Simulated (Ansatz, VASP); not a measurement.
# NaF: VASP beside Ansatz

File INCAR:

```
SYSTEM = NaF
PREC     = Accurate       ! precision mode
ENCUT    = 520            ! plane-wave cutoff, eV
EDIFF    = 1E-6           ! SCF threshold, eV
ISMEAR   = -1             ! smearing method
SIGMA    = 0.15           ! smearing width, eV
LREAL    = .FALSE.        ! projectors in reciprocal space
LASPH    = .TRUE.         ! aspherical terms in the spheres
NELM     = 80             ! most SCF steps
ALGO     = Normal         ! electronic algorithm
ISIF     = 2              ! what is computed and relaxed
LWAVE    = .FALSE.        ! write WAVECAR
LCHARG   = .TRUE.         ! write CHGCAR
GGA      = PE             ! functional
LELF     = .TRUE.         ! ELF
LVHAR    = .TRUE.       
NBANDS   = 14             ! bands
```

KPOINTS

```
regular mesh
0
G
  16 16 16
  0 0 0
```

Contents of POSCAR:

```
NaF
1.0
    0.0000000000      2.3505696169      2.3505696169
    2.3505696169      0.0000000000      2.3505696169
    2.3505696169      2.3505696169      0.0000000000
Na F
1 1
Direct
    0.0000000000      0.0000000000      0.0000000000
    0.5000000000      0.5000000000      0.5000000000
```

Input for Ansatz:

```yaml
crystal:
  lattice:
    - [0.0, 2.3505696169, 2.3505696169]
    - [2.3505696169, 0.0, 2.3505696169]
    - [2.3505696169, 2.3505696169, 0.0]
  atoms:
    - { symbol: Na, position: [0.0, 0.0, 0.0] }
    - { symbol: F, position: [0.5, 0.5, 0.5] }
kpoints:
  mp_grid: { grid: [16, 16, 16] }
scf:
  occupations: { method: fermi_dirac, width: 0.15 }
hamiltonian:
  xc: pbe
  pseudopotentials: { kind: all_electron, lapw: { basis_error: 0.0005 } }
output:
  forces: true
  stress: true
  eigenvalues: true
```

Alike in both runs: task single point; functional PBE; k mesh 16 × 16 × 16; occupations fermi-dirac, width 0.15 eV; no spin polarisation.

```csv
,VASP,Ansatz
version,VASP 6.6.1,Ansatz 0.2.0
potentials or method,"VASP PAW PBE potentials, release 64 (Na_pv, F), cutoff 520 eV","all-electron LAPW, scalar-relativistic"
```

|  | VASP | Ansatz | Ansatz less VASP |
| --- | --- | --- | --- |
| gap on the k mesh at the Fermi level (eV) | 6.07 | 6.08 | +0.011 |
| pressure (GPa) | -0.2 | 0.0 | +0.18 |

Ansatz ran all-electron here, and VASP with PAW potentials.
